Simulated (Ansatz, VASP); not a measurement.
One calculation of Ag, two programs

```
CELL_PARAMETERS angstrom
3.01258 0.00000 0.00000
-1.50629 2.60897 0.00000
0.00000 0.00000 4.53100
ATOMIC_POSITIONS crystal
Ag 0.33333 0.66667 0.25000
Ag 0.66667 0.33333 0.75000
```

Alike in both runs: task single point; functional PBE; k mesh 24 × 24 × 12; occupations gaussian, width 0.15 eV; no spin polarisation.

|  | VASP | Ansatz |
| --- | --- | --- |
| version | VASP 6.6.1 | Ansatz 0.2.0 |
| potentials or method | VASP PAW PBE potentials, release 64 (Ag), cutoff 520 eV | scalar-relativistic, plane waves, PAW |
| valence electrons in the cell | 22 | 38 |

Ansatz gave:

* gap on the k mesh at the Fermi level (eV): none
* pressure (GPa): 1.2
* traceless stress, the component that is largest in VASP (GPa): 4.55

Problem. Estimate VASP's values.

Solution. gap on the k mesh at the Fermi level (eV): none; pressure (GPa): 1.2; traceless stress, the component that is largest in VASP (GPa): 4.51.

A gap of «none» marks a metal or a gap that the smearing closes. The functional is the same, so the differences come from potentials, cutoffs and numerics. VASP's potentials hold 22 valence electrons a cell and Ansatz's 38, so a difference there can come from the potentials and not from the codes.
